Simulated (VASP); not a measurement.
# B (Pmma) in VASP: a series of runs

Runs on B. Level: PBE. Tasks: relaxation of cell and atoms, single point.

All numbers are computed with VASP 6.6.1; they aren't measurements. Logs are shortened: lines on timing, memory, paths and dates and some standing lists are left out, and cuts for length are marked.

## 1. The cell of the first run

The structure is orthorhombic, space group Pmma (No. 51). Conventional cell: a = 3.697 Å, b = 4.692 Å, c = 3.392 Å, α = 90.00°, β = 90.00°, γ = 90.00°. Within 2.2 Å of B (site symmetry m) lie 6 B at 1.59 to 2.11 Å. B (site symmetry 2) has 5 B at 1.72 to 1.85 Å within 2.3 Å.

The cell was generated, and may not be a known phase.

## 2. Relaxation of cell and atoms, PBE

The input, INCAR:

```
SYSTEM = B
PREC     = Accurate       ! precision mode
ENCUT    = 600            ! plane-wave cutoff, eV
EDIFF    = 1E-6           ! SCF threshold, eV
ISMEAR   = 0              ! smearing method
SIGMA    = 0.1            ! smearing width, eV
LREAL    = .FALSE.        ! projectors in reciprocal space
LASPH    = .TRUE.         ! aspherical terms in the spheres
NELM     = 100            ! most SCF steps
ALGO     = Normal         ! electronic algorithm
ISIF     = 3              ! what is computed and relaxed
LWAVE    = .FALSE.        ! write WAVECAR
LCHARG   = .FALSE.        ! write CHGCAR
GGA      = PE             ! functional
IBRION   = 2              ! ionic algorithm
NSW      = 90             ! ionic steps
EDIFFG   = -0.04          ! ionic threshold
```

The input, KPOINTS:

```
regular mesh
0
G
  6 4 6
  0 0 0
```

The input, POSCAR:

```
B
1.0
    3.6974524600      0.0000000000      0.0000000000
    0.0000000000      4.6915076700      0.0000000000
    0.0000000000      0.0000000000      3.3916079200
B
8
Direct
    0.4649563700      0.0000000000      0.7499664400
    0.0350436300      0.0000000000      0.7499664400
    0.5350436300      0.0000000000      0.2500335600
    0.9649563700      0.0000000000      0.2500335600
    0.0000000000      0.3171946500      0.0000000000
    0.5000000000      0.6828053500      0.0000000000
    0.0000000000      0.6828053500      0.0000000000
    0.5000000000      0.3171946500      0.0000000000
```

Potentials or basis: VASP PAW PBE potentials, release 64 (B).

Started as:

```
> cat potpaw_PBE.64/B/POTCAR > POTCAR
> mpirun -np 1 vasp_std > vasp.out
```

OUTCAR:

```text
SYSTEM = B
   PREC = Accurate
   ENCUT = 600
   EDIFF = 1E-6
   ISMEAR = 0
   LREAL = .FALSE.
   LASPH = .TRUE.
   NELM = 100
   ISIF = 3
   GGA = PE
   IBRION = 2
   NSW = 90
   EDIFFG = -0.04

 ion  position               nearest neighbor table
   1  0.465  0.000  0.750-   2 1.59   3 1.72   3 1.72   6 1.72   8 1.72   2 2.11
   2  0.035  0.000  0.750-   1 1.59   4 1.72   4 1.72   5 1.72   7 1.72   1 2.11
   3  0.535  0.000  0.250-   4 1.59   1 1.72   1 1.72   8 1.72   6 1.72   4 2.11
   4  0.965  0.000  0.250-   3 1.59   2 1.72   2 1.72   7 1.72   5 1.72   3 2.11
   5  0.000  0.317  0.000-   7 1.72   4 1.72   2 1.72   8 1.85   8 1.85
   6  0.500  0.683  0.000-   8 1.72   3 1.72   1 1.72   7 1.85   7 1.85
   7  0.000  0.683  0.000-   5 1.72   4 1.72   2 1.72   6 1.85   6 1.85
   8  0.500  0.317  0.000-   6 1.72   3 1.72   1 1.72   5 1.85   5 1.85

  LATTYP: Found a simple orthorhombic cell.
 ALAT       =     3.3916079200
 B/A-ratio  =     1.0901768563
 C/A-ratio  =     1.3832694641

  Lattice vectors:

 A1 = (   0.0000000000,   0.0000000000,   3.3916079200)
 A2 = (   3.6974524600,   0.0000000000,   0.0000000000)
 A3 = (   0.0000000000,   4.6915076700,   0.0000000000)

Analysis of symmetry for initial positions (statically):
=====================================================================
 Subroutine PRICEL returns:
 Original cell was already a primitive cell.

 Routine SETGRP: Setting up the symmetry group for a
 simple orthorhombic supercell.

 Subroutine GETGRP returns: Found  8 space group operations
 (whereof  4 operations were pure point group operations)
 out of a pool of  8 trial point group operations.

The static configuration has the point symmetry C_2h.
 The point group associated with its full space group is D_2h.

Analysis of symmetry for dynamics (positions and initial velocities):
=====================================================================
 Subroutine PRICEL returns:
 Original cell was already a primitive cell.

 Routine SETGRP: Setting up the symmetry group for a
 simple orthorhombic supercell.

 Subroutine GETGRP returns: Found  8 space group operations
 (whereof  4 operations were pure point group operations)
 out of a pool of  8 trial point group operations.

The dynamic configuration has the point symmetry C_2h.
 The point group associated with its full space group is D_2h.

 Subroutine INISYM returns: Found  8 space group operations
 (whereof  4 operations are pure point group operations),
 and found     1 'primitive' translations

[... 113 lines left out ...]
   ISYM   =      2    0-nonsym 1-usesym 2-fastsym
   POTIM  = 0.5000    time-step for ionic-motion
   TEBEG  =    0.0;   TEEND  =   0.0 temperature during run
   PSTRESS=    0.0 pullay stress
   NELECT =      24.0000    total number of electrons
   NUPDOWN=      -1.0000    fix difference up-down
   EMIN   =  10.00;   EMAX   =-10.00  energy-range for DOS
   EFERMI =   0.00;   METHOD = LEGACY
   ISMEAR =     0;   SIGMA  =   0.10  broadening in eV -4-tet -1-fermi 0-gaus
   EFERMI_NEDOS =   21; number of points for ismear=-14 and -15
   IALGO  =     38    algorithm
   IMIX   =      4    mixing-type and parameters
     AMIX     =   0.40;   BMIX     =  1.00
     AMIX_MAG =   1.60;   BMIX_MAG =  1.00
  volume/ion in A,a.u.               =       7.35        49.63
  Fermi-wavevector in a.u.,A,eV,Ry     =   1.214148  2.294407 20.057107  1.474156
  Thomas-Fermi vector in A             =   2.349577
   LORBIT       =      0    0 simple, 1 ext, 2 COOP (PROOUT), +10 PAW based schemes
   GGA     = PE    functional components
   LHFCALC =     F    Hartree Fock is set to
   AEXX    =    0.0000 exact exchange contribution
   IVDW    =     0    specifies the selected vdW correction
   LEPSILON=     F    determine dielectric tensor
   LRPA    =     F    only Hartree local field effects (RPA)
 conjugate gradient relaxation of ions
 non-spin polarized calculation
 Gauss-broadening in eV      SIGMA  =   0.10
  energy-cutoff  :      600.00
  volume of cell :       58.83
 maximum number of plane-waves:      1992
 NGX is ok and might be reduce to    30
   NGX = 15   NGY = 19   NGZ = 13

--------------------------------------- Ionic step        1  -------------------------------------------

 number of electron      24.0000000 magnetization

 Free energy of the ion-electron system (eV)
  ---------------------------------------------------
  ext. energy  EPLUGINS =         0.00000000
  ---------------------------------------------------
  free energy    TOTEN  =       -43.59818753 eV

  energy without entropy =      -43.58771787  energy(sigma->0) =      -43.59295270

------------------------ aborting loop because EDIFF is reached ----------------------------------------

  FORCE on cell =-STRESS in cart. coord.  units (eV):
  Direction    XX          YY          ZZ          XY          YZ          ZX
  --------------------------------------------------------------------------------------
  -------------------------------------------------------------------------------------
  Total       33.0584418    -12.5632500     12.6367613      0.0000000      0.0000000      0.0000000
  in kB      900.2689903   -342.1305966    344.1325033      0.0000000      0.0000000      0.0000000
  external PRESSURE =     300.7569657 kB  Pullay stress =       0.0000000 kB
[... 281 lines left out ...]
--------------------------------------- Ionic step        8  -------------------------------------------

 number of electron      24.0000001 magnetization

 Free energy of the ion-electron system (eV)
  ---------------------------------------------------
  ext. energy  EPLUGINS =         0.00000000
  ---------------------------------------------------
  free energy    TOTEN  =       -46.87264813 eV

  energy without entropy =      -46.86525931  energy(sigma->0) =      -46.86895372

 E-fermi :   4.2148     XC(G=0): -10.7177

 val. band max:        4.1655906744   @ k =   0.1667   0.0000   0.5000
 cond. band min:       4.2270546284   @ k =   0.0000   0.0000   0.5000
 fundamental gap:      0.0614639541
 Fermi energy:         4.2148049519

 k-point     1 :       0.0000    0.0000    0.0000
  band No.  band energies     occupation
      1     -10.3928      2.00000
      2      -4.1654      2.00000
      3      -4.0778      2.00000
      4      -4.0376      2.00000
      5      -3.5637      2.00000
      6      -2.0891      2.00000
[... 457 lines left out ...]
      4      -5.3189      2.00000
      5      -1.8322      2.00000
      6      -1.8322      2.00000
[... 9 lines left out ...]
     16       7.2098      0.00000
     17       8.3851      0.00000

 [... further k-points ...]
[... 5 lines left out ...]
  --------------------------------------------------------------------------------------
  -------------------------------------------------------------------------------------
  Total       -0.1522085     -0.0758764      0.0291356      0.0000000      0.0000000      0.0000000
  in kB       -3.5036447     -1.7465763      0.6706641      0.0000000      0.0000000      0.0000000
  external PRESSURE =      -1.5265190 kB  Pullay stress =       0.0000000 kB
[... 23 lines left out ...]
  FREE ENERGIE OF THE ION-ELECTRON SYSTEM (eV)
  ---------------------------------------------------
  free  energy   TOTEN  =       -46.8726481299 eV

  energy  without entropy=      -46.8652593123  energy(sigma->0) =      -46.86895372

 reached required accuracy - stopping structural energy minimisation
```

CONTCAR:

```text
B
   1.00000000000000
     4.2540388385738757    0.0000000000000000    0.0000000000000000
     0.0000000000000000    4.4625103653487930    0.0000000000000000
    -0.0000000000000000    0.0000000000000000    3.6664756317370872
  B
     8
Direct
     0.4903561657954973    0.0000000000000000    0.7390860005319644
     0.0096438342045028    0.0000000000000000    0.7390860005319643
     0.5096438342045028    0.0000000000000000    0.2609139994680358
     0.9903561657954972    0.0000000000000000    0.2609139994680358
     1.0000000000000000    0.3187361995257749    1.0000000000000000
     0.5000000000000000    0.6812638004742250    1.0000000000000000
     1.0000000000000000    0.6812638004742250    1.0000000000000000
     0.5000000000000000    0.3187361995257749    1.0000000000000000

  0.00000000E+00  0.00000000E+00  0.00000000E+00
  0.00000000E+00  0.00000000E+00  0.00000000E+00
  0.00000000E+00  0.00000000E+00  0.00000000E+00
  0.00000000E+00  0.00000000E+00  0.00000000E+00
  0.00000000E+00  0.00000000E+00  0.00000000E+00
  0.00000000E+00  0.00000000E+00  0.00000000E+00
  0.00000000E+00  0.00000000E+00  0.00000000E+00
  0.00000000E+00  0.00000000E+00  0.00000000E+00
```

It took 5.5 min on 1 thread of AMD EPYC 7R13, shared host; peak memory 0.2 GiB.

Results:

```
Free energy                           : -46.8726 eV
Relaxed volume                        : 8.70 Å³/atom
Relaxed cell                          : a = 4.254 Å, b = 4.463 Å, c = 3.666 Å, α = 90.00°, β = 90.00°, γ = 90.00°
Space group after relaxing (to 0.1 Å) : Pmma (No. 51)
Energy gained by relaxing             : 409.3 meV/atom
Ionic steps                           : 8
Pressure after relaxing               : -0.2 GPa
Largest force after relaxing          : 0.037 eV/Å
Band gap on the k mesh                : zero (bands 12 and 13 overlap by 2.18 eV)
```

Forces on the atoms (eV/Å):
```
B   -0.035  0.000 -0.014
B    0.035  0.000 -0.014
B    0.035  0.000  0.014
B   -0.035  0.000  0.014
B    0.000  0.002  0.000
B    0.000 -0.002  0.000
B    0.000 -0.002  0.000
B    0.000  0.002  0.000
```

Stress tensor (GPa, compression positive):
```
-0.35  0.00  0.00
 0.00 -0.17  0.00
 0.00  0.00  0.07
```

The path:
```csv
step,energy change (eV),largest force (eV/Å),pressure (GPa),volume (Å³)
1,0.0000,3.1668,30.08,58.83
2,-2.8333,2.1428,5.86,70.19
3,-3.1314,1.1359,6.41,66.83
4,-3.1774,1.2845,-0.74,70.51
5,-3.2624,0.3389,1.83,68.80
6,-3.2661,0.4155,-1.25,69.98
7,-3.2726,0.0862,0.07,69.45
8,-3.2745,0.0374,-0.15,69.60
```

Final structure:
```xyz
8
Lattice="4.2540 0.0000 0.0000 0.0000 4.4625 0.0000 0.0000 0.0000 3.6665" Properties=species:S:1:pos:R:3 pbc="T T T"
B     2.0860    0.0000    2.7098
B     0.0410    0.0000    2.7098
B     2.1680    0.0000    0.9566
B     4.2130    0.0000    0.9566
B     4.2540    1.4224    3.6665
B     2.1270    3.0401    3.6665
B     4.2540    3.0401    3.6665
B     2.1270    1.4224    3.6665
```

Caveat: the volume moved by over 15 % at a fixed basis, so the end points are rough.

## 3. Single point, PBE

This run uses another cell than the first one, of 8.97 Å³/atom.

The input, INCAR:

```
SYSTEM = B
  PREC = Accurate
  ENCUT = 520
  EDIFF = 1E-6
  ISMEAR = 0
  SIGMA = 0.1
  LREAL = .FALSE.
  LASPH = .TRUE.
  NELM = 100
  ALGO = Normal
  ISIF = 2
  LWAVE = .FALSE.
  LCHARG = .FALSE.
  GGA = PE
  NBANDS = 22
```

The input, KPOINTS:

```
regular mesh
0
G
  8 8 12
  0 0 0
```

The input, POSCAR:

```
B
1.0
    5.2543248092      0.0000000000      0.0000000000
    0.0000000000      4.5098109932      0.0000000000
    0.0000000000      0.0000000000      3.0284887986
B
8
Direct
    0.4163497174      0.0000000000      0.7491409316
    0.0836502826      0.0000000000      0.7491409316
    0.5836502826      0.0000000000      0.2508590684
    0.9163497174      0.0000000000      0.2508590684
    0.0000000000      0.3217839388      0.0000000000
    0.5000000000      0.6782160612      0.0000000000
    0.0000000000      0.6782160612      0.0000000000
    0.5000000000      0.3217839388      0.0000000000
```

Potentials or basis: VASP PAW PBE potentials, release 64 (B).

Started as:

```
> cat potpaw_PBE.64/B/POTCAR > POTCAR
> mpirun -np 1 vasp_std > vasp.out
```

OUTCAR:

```text
SYSTEM = B
   PREC = Accurate
   ENCUT = 520
   EDIFF = 1E-6
   ISMEAR = 0
   LREAL = .FALSE.
   LASPH = .TRUE.
   NELM = 100
   ISIF = 2
   GGA = PE

 ion  position               nearest neighbor table
   1  0.416  0.000  0.749-   6 1.70   8 1.70   3 1.75   2 1.75   3 1.76
   2  0.084  0.000  0.749-   5 1.70   7 1.70   4 1.75   1 1.75   4 1.76
   3  0.584  0.000  0.251-   6 1.70   8 1.70   1 1.75   4 1.75   1 1.76
   4  0.916  0.000  0.251-   5 1.70   7 1.70   2 1.75   3 1.75   2 1.76
   5  0.000  0.322  0.000-   7 1.61   4 1.70   2 1.70
   6  0.500  0.678  0.000-   8 1.61   3 1.70   1 1.70
   7  0.000  0.678  0.000-   5 1.61   4 1.70   2 1.70
[... 818 lines left out ...]
  in kB       -0.0119390      0.1879603      0.0669261      0.0000000      0.0000000      0.0000000
  external PRESSURE =       0.0809825 kB  Pullay stress =       0.0000000 kB

 VOLUME and BASIS-vectors are now :
 -----------------------------------------------------------------------------
  energy-cutoff  :      520.00
  volume of cell :       71.76
      direct lattice vectors                 reciprocal lattice vectors
     5.254324809  0.000000000  0.000000000     0.190319410  0.000000000  0.000000000
     0.000000000  4.509810993  0.000000000     0.000000000  0.221738783  0.000000000
     0.000000000  0.000000000  3.028488799     0.000000000  0.000000000  0.330197688

 POSITION                                       TOTAL-FORCE (eV/Angst)
 -----------------------------------------------------------------------------------
      2.18764      0.00000      2.26876        -0.003087      0.000000     -0.006482
      0.43953      0.00000      2.26876         0.003087      0.000000     -0.006482
      3.06669      0.00000      0.75972         0.003087      0.000000      0.006482
      4.81480      0.00000      0.75972        -0.003087      0.000000      0.006482
      0.00000      1.45118      0.00000         0.000000      0.011763     -0.000000
      2.62716      3.05863      0.00000         0.000000     -0.011763     -0.000000
      0.00000      3.05863      0.00000         0.000000     -0.011763     -0.000000
      2.62716      1.45118      0.00000         0.000000      0.011763     -0.000000
 -----------------------------------------------------------------------------------
    total drift:                               -0.000000      0.000000      0.000000

  FREE ENERGIE OF THE ION-ELECTRON SYSTEM (eV)
  ---------------------------------------------------
  free  energy   TOTEN  =       -48.7890132141 eV

  energy  without entropy=      -48.7810163829  energy(sigma->0) =      -48.78501480
```

It took 5 min on 1 thread of AMD EPYC 7R13, shared host; peak memory 0.3 GiB.

What came out:

```yaml
Free_energy: -48.7890 eV
Pressure: 0.0 GPa
Largest_force: 0.012 eV/Å
Band_gap_on_the_k_mesh: zero (bands 12 and 13 overlap by 3.23 eV)
```

Forces on the atoms (eV/Å):
```
B   -0.003  0.000 -0.006
B    0.003  0.000 -0.006
B    0.003  0.000  0.006
B   -0.003  0.000  0.006
B    0.000  0.012  0.000
B    0.000 -0.012  0.000
B    0.000 -0.012  0.000
B    0.000  0.012  0.000
```

Levels at points of the mesh, in eV from the Fermi level:
| k point | band 8 | band 9 | band 10 | band 11 | band 12 | band 13 | band 14 | band 15 | band 16 | band 17 |
| --- | --- | --- | --- | --- | --- | --- | --- | --- | --- | --- |
| (0.00, 0.00, 0.00) | -2.89 | -1.59 | -0.79 | -0.40 | 0.00 | 0.27 | 1.40 | 2.86 | 3.50 | 3.86 |
| (0.50, 0.00, 0.00) | -4.43 | -1.83 | -1.83 | 0.60 | 0.60 | 1.38 | 1.38 | 2.07 | 2.07 | 5.01 |
| (0.00, 0.50, 0.00) | -2.89 | -2.88 | -0.44 | 0.28 | 0.31 | 1.32 | 2.01 | 3.57 | 4.09 | 4.11 |
| (0.50, 0.50, 0.00) | -3.73 | -1.68 | -1.68 | -0.97 | -0.97 | 1.29 | 1.29 | 2.71 | 2.71 | 4.50 |
| (0.00, 0.00, 0.50) | -4.77 | -3.73 | -3.71 | -3.41 | -0.68 | -0.47 | 0.72 | 1.56 | 1.59 | 3.87 |
| (0.50, 0.00, 0.50) | -5.43 | -3.11 | -3.11 | -1.97 | -1.97 | 0.20 | 0.20 | 1.66 | 1.66 | 4.35 |
| (0.00, 0.50, 0.50) | -5.19 | -3.65 | -3.39 | -2.99 | -2.85 | -1.98 | 4.32 | 4.93 | 5.05 | 5.44 |
| (0.50, 0.50, 0.50) | -4.48 | -2.87 | -2.87 | -2.65 | -2.65 | 0.64 | 0.64 | 3.25 | 3.25 | 6.10 |

The gap in the log of VASP goes by the Fermi energy; the results here count the filled bands.